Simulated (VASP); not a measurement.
O, 2 atoms in the cell. The structure is trigonal, space group R-3m (No. 166). Conventional cell: a = 2.847 Å, b = 2.847 Å, c = 10.225 Å, α = 90.00°, β = 90.00°, γ = 120.00°. O (site symmetry 3m) has 1 O at 0.90 Å within 1.2 Å.  This cell differs from its parent crystal: shortest bond scaled by 0.76.

* Program: VASP 6.6.1
* Task: electric field gradients
* Functional: PBE
* Potentials or basis: VASP PAW PBE potentials, release 64 (O)
* Cutoff: 520 eV
* k mesh: 10 × 10 × 10
* Occupations: fermi-dirac, width 0.03 eV
* Spin: no spin polarisation
* Dipole correction: no
* Further INCAR settings: ALGO = Normal; EDIFF = 1e-08; NBANDS = 13

Potentials or basis: VASP PAW PBE potentials, release 64 (O).

Command:

```bash
$ cat potpaw_PBE.64/O/POTCAR > POTCAR
$ mpirun -np 1 vasp_std > vasp.out
```

Hardware: 1 thread of AMD EPYC 7R13 (shared host).

**Question.** How long does it take, and how much memory?

**Answer.** Wall time 75 s on 1 thread of AMD EPYC 7R13 (shared host), peak memory 0.13 GiB. Counts: scf iterations 15, k points 116.
